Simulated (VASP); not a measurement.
# PbS (Fm-3m) in VASP: further runs, part 2 of 2

VASP 6.6.1. The steps go on from the part before.

## 3. Single point, PBE

The input, INCAR:

```
PREC = Accurate ; ENCUT = 520
EDIFF = 1E-6 ; ISMEAR = 0
SIGMA = 0.05 ; LREAL = F
LASPH = T ; NELM = 100
ALGO = Normal ; ISIF = 2
LWAVE = F ; LCHARG = F
GGA = PE ; NBANDS = 17
```

The input, KPOINTS:

```
Automatic mesh
0
Gamma
  8 8 8
```

The input, POSCAR:

```
PbS
1.0
    0.0000000000      2.9650006778      2.9650006778
    2.9650006778      0.0000000000      2.9650006778
    2.9650006778      2.9650006778      0.0000000000
Pb S
1 1
Direct
    0.5000000000      0.5000000000      0.5000000000
    0.0000000000      0.0000000000      0.0000000000
```

Potentials or basis: VASP PAW PBE potentials, release 64 (Pb_d, S).

Started as:

```
$ cat potpaw_PBE.64/Pb_d/POTCAR potpaw_PBE.64/S/POTCAR > POTCAR
$ mpirun -np 1 vasp_std > vasp.out
```

OUTCAR:

```text
PREC = Accurate
   ENCUT = 520
   EDIFF = 1E-6
   ISMEAR = 0
   LREAL = F
   LASPH = T
   NELM = 100
   ISIF = 2
   GGA = PE

 ion  position               nearest neighbor table
   1  0.500  0.500  0.500-   2 2.97   2 2.97   2 2.97   2 2.97   2 2.97   2 2.97
   2  0.000  0.000  0.000-   1 2.97   1 2.97   1 2.97   1 2.97   1 2.97   1 2.97

  LATTYP: Found a face centered cubic cell.
 ALAT       =     5.9300013556

  Lattice vectors:

 A1 = (   0.0000000000,   2.9650006778,   2.9650006778)
 A2 = (   2.9650006778,   0.0000000000,   2.9650006778)
 A3 = (   2.9650006778,   2.9650006778,   0.0000000000)

Analysis of symmetry for initial positions (statically):
=====================================================================
 Subroutine PRICEL returns:
 Original cell was already a primitive cell.

 Routine SETGRP: Setting up the symmetry group for a
 face centered cubic supercell.

 Subroutine GETGRP returns: Found 48 space group operations
 (whereof 48 operations were pure point group operations)
 out of a pool of 48 trial point group operations.

The static configuration has the point symmetry O_h .

Analysis of symmetry for dynamics (positions and initial velocities):
=====================================================================
 Subroutine PRICEL returns:
 Original cell was already a primitive cell.

 Routine SETGRP: Setting up the symmetry group for a
 face centered cubic supercell.

 Subroutine GETGRP returns: Found 48 space group operations
 (whereof 48 operations were pure point group operations)
 out of a pool of 48 trial point group operations.

The dynamic configuration has the point symmetry O_h .

 Subroutine INISYM returns: Found 48 space group operations
 (whereof 48 operations are pure point group operations),
 and found     1 'primitive' translations

----------------------------------------------------------------------------------------

                                     Primitive cell

  volume of cell :      52.1320

  direct lattice vectors                    reciprocal lattice vectors
     0.000000000  2.965000678  2.965000678    -0.168634026  0.168634026  0.168634026
     2.965000678  0.000000000  2.965000678     0.168634026 -0.168634026  0.168634026
     2.965000678  2.965000678  0.000000000     0.168634026  0.168634026 -0.168634026

  length of vectors
     4.193144171  4.193144171  4.193144171     0.292082700  0.292082700  0.292082700

  position of ions in fractional coordinates (direct lattice)
     0.500000000  0.500000000  0.500000000
     0.000000000  0.000000000  0.000000000

  ion indices of the primitive-cell ions
   primitive index   ion index
                 1           1
                 2           2

----------------------------------------------------------------------------------------

 KPOINTS: Automatic mesh

Automatic generation of k-mesh.
 Grid dimensions read from file:
 generate k-points for:    8    8    8

 Generating k-lattice:

  Cartesian coordinates                     Fractional coordinates (reciprocal lattice)
    -0.021079253  0.021079253  0.021079253     0.125000000  0.000000000  0.000000000
     0.021079253 -0.021079253  0.021079253     0.000000000  0.125000000  0.000000000
     0.021079253  0.021079253 -0.021079253     0.000000000  0.000000000  0.125000000

  Length of vectors
     0.036510338  0.036510338  0.036510338

  Shift w.r.t. Gamma in fractional coordinates (k-lattice)
     0.000000000  0.000000000  0.000000000

 Subroutine IBZKPT returns following result:
 ===========================================

 Found     29 irreducible k-points:

 Following reciprocal coordinates:
            Coordinates               Weight
  0.000000  0.000000  0.000000      1.000000
  0.125000  0.000000  0.000000      8.000000
  0.250000  0.000000  0.000000      8.000000
  0.375000  0.000000  0.000000      8.000000
  0.500000  0.000000  0.000000      4.000000
  0.125000  0.125000  0.000000      6.000000
[... 16 lines left out ...]
  0.500000  0.250000  0.125000     48.000000
 -0.375000  0.250000  0.125000     24.000000
 [... further k-points ...]
   k-points           NKPTS =     29   k-points in BZ     NKDIM =     29   number of bands    NBANDS=     17
   number of dos      NEDOS =    301   number of ions     NIONS =      2
   total plane-waves  NPLWV =  32768
   dimension x,y,z NGX =    32 NGY =   32 NGZ =   32
   dimension x,y,z NGXF=    64 NGYF=   64 NGZF=   64
   ions per type =               1   1
   NGX,Y,Z   is equivalent  to a cutoff of  12.69, 12.69, 12.69 a.u.
   NGXF,Y,Z  is equivalent  to a cutoff of  25.37, 25.37, 25.37 a.u.
 SYSTEM =  unknown system
   PREC   = accura    normal or accurate (medium, high low for compatibility)
   ISTART =      0    job   : 0-new  1-cont  2-samecut
   ICHARG =      2    charge: 1-file 2-atom 10-const
   ISPIN  =      1    spin polarized calculation?
   LNONCOLLINEAR =      F non collinear calculations
   LSORBIT =      F    spin-orbit coupling
   LASPH  =      T    aspherical Exc in radial PAW
   ENCUT  =  520.0 eV  38.22 Ry    6.18 a.u.   7.80  7.80  7.80*2*pi/ulx,y,z
   NELM   =    100;   NELMIN=  2; NELMDL= -5     # of ELM steps
   EDIFF  = 0.1E-05   stopping-criterion for ELM
   LREAL  =      F    real-space projection
   EDIFFG = 0.1E-04   stopping-criterion for IOM
   NSW    =      0    number of steps for IOM
   IBRION =     -1    ionic relax: 0-MD 1-quasi-New 2-CG
   NFREE  =      0    steps in history (QN), initial steepest desc. (CG)
   ISIF   =      2    stress and relaxation
   ISYM   =      2    0-nonsym 1-usesym 2-fastsym
   POTIM  = 0.5000    time-step for ionic-motion
   TEBEG  =    0.0;   TEEND  =   0.0 temperature during run
   PSTRESS=    0.0 pullay stress
   NELECT =      20.0000    total number of electrons
   NUPDOWN=      -1.0000    fix difference up-down
   EMIN   =  10.00;   EMAX   =-10.00  energy-range for DOS
   EFERMI =   0.00;   METHOD = LEGACY
   ISMEAR =     0;   SIGMA  =   0.05  broadening in eV -4-tet -1-fermi 0-gaus
   EFERMI_NEDOS =   21; number of points for ismear=-14 and -15
   IALGO  =     38    algorithm
   IMIX   =      4    mixing-type and parameters
     AMIX     =   0.40;   BMIX     =  1.00
     AMIX_MAG =   1.60;   BMIX_MAG =  1.00
  volume/ion in A,a.u.               =      26.07       175.90
  Fermi-wavevector in a.u.,A,eV,Ry     =   1.189552  2.247927 19.252700  1.415034
  Thomas-Fermi vector in A             =   2.325657
   LORBIT       =      0    0 simple, 1 ext, 2 COOP (PROOUT), +10 PAW based schemes
   GGA     = PE    functional components
   LHFCALC =     F    Hartree Fock is set to
   AEXX    =    0.0000 exact exchange contribution
   IVDW    =     0    specifies the selected vdW correction
   LEPSILON=     F    determine dielectric tensor
   LRPA    =     F    only Hartree local field effects (RPA)
 non-spin polarized calculation
 Gauss-broadening in eV      SIGMA  =   0.05
  energy-cutoff  :      520.00
  volume of cell :       52.13
 maximum number of plane-waves:      1424
   NGX = 15   NGY = 15   NGZ = 15

 number of electron      19.9999998 magnetization

 Free energy of the ion-electron system (eV)
  ---------------------------------------------------
  ext. energy  EPLUGINS =         0.00000000
  ---------------------------------------------------
  free energy    TOTEN  =        -8.75548160 eV

  energy without entropy =       -8.75548160  energy(sigma->0) =       -8.75548160

 E-fermi :   6.0145     XC(G=0):  -9.6859

 val. band max:        5.8338069055   @ k =   0.5000   0.0000   0.0000
 cond. band min:       6.1952033820   @ k =   0.5000   0.0000   0.0000
 fundamental gap:      0.3613964765
 Fermi energy:         6.0145467802

 k-point     1 :       0.0000    0.0000    0.0000
  band No.  band energies     occupation
      1     -10.9928      2.00000
      2     -10.9928      2.00000
      3     -10.9928      2.00000
      4     -10.9764      2.00000
      5     -10.9764      2.00000
      6      -7.7718      2.00000
[... 9 lines left out ...]
     16      12.5610      0.00000
     17      14.4885      0.00000

 k-point     2 :       0.1250    0.0000    0.0000
  band No.  band energies     occupation
      1     -10.9921      2.00000
      2     -10.9899      2.00000
      3     -10.9899      2.00000
      4     -10.9771      2.00000
      5     -10.9771      2.00000
      6      -7.6386      2.00000
[... 9 lines left out ...]
     16      12.9321      0.00000
     17      15.6916      0.00000
[... 421 lines left out ...]
 k-point    24 :      -0.3750    0.2500    0.1250
  band No.  band energies     occupation
      1     -11.0463      2.00000
      2     -10.9939      2.00000
      3     -10.9768      2.00000
      4     -10.9637      2.00000
      5     -10.9426      2.00000
      6      -6.3017      2.00000
[... 9 lines left out ...]
     16      16.7487      0.00000
     17      17.0125      0.00000

 [... further k-points ...]
[... 5 lines left out ...]
  --------------------------------------------------------------------------------------
  -------------------------------------------------------------------------------------
  Total        0.7133512      0.7133512      0.7133512     -0.0000000     -0.0000000      0.0000000
  in kB       21.9234850     21.9234850     21.9234850     -0.0000000     -0.0000000      0.0000000
  external PRESSURE =      21.9234850 kB  Pullay stress =       0.0000000 kB

 VOLUME and BASIS-vectors are now :
 -----------------------------------------------------------------------------
  energy-cutoff  :      520.00
  volume of cell :       52.13
      direct lattice vectors                 reciprocal lattice vectors
     0.000000000  2.965000678  2.965000678    -0.168634026  0.168634026  0.168634026
     2.965000678  0.000000000  2.965000678     0.168634026 -0.168634026  0.168634026
     2.965000678  2.965000678  0.000000000     0.168634026  0.168634026 -0.168634026

 POSITION                                       TOTAL-FORCE (eV/Angst)
 -----------------------------------------------------------------------------------
      2.96500      2.96500      2.96500         0.000000     -0.000000     -0.000000
      0.00000      0.00000      0.00000        -0.000000      0.000000      0.000000
 -----------------------------------------------------------------------------------
    total drift:                                0.000000     -0.000000      0.000000

  FREE ENERGIE OF THE ION-ELECTRON SYSTEM (eV)
  ---------------------------------------------------
  free  energy   TOTEN  =        -8.7554816029 eV

  energy  without entropy=       -8.7554816019  energy(sigma->0) =       -8.75548160
```

stdout:

```text
POSCAR found type information on POSCAR PbS
 POSCAR found :  2 types and       2 ions
 scaLAPACK will be used
 LDA part: xc-table for (Slater+PW92), standard interpolation
 POSCAR, INCAR and KPOINTS ok, starting setup
 FFT: planning ... GRIDC
 FFT: planning ... GRID_SOFT
 FFT: planning ... GRID
 WAVECAR not read
 entering main loop
```

It took 12 s on 1 thread of Intel Xeon Platinum 8488C (Sapphire Rapids), shared host; peak memory 0.18 GiB.

Results:

- Free energy: -8.7555 eV
- Pressure: 2.2 GPa
- Band gap on the k mesh: 0.36 eV, direct

Caveat: spin-orbit coupling is left out, which moves the levels of the heavy elements. A k mesh can miss the band edges.
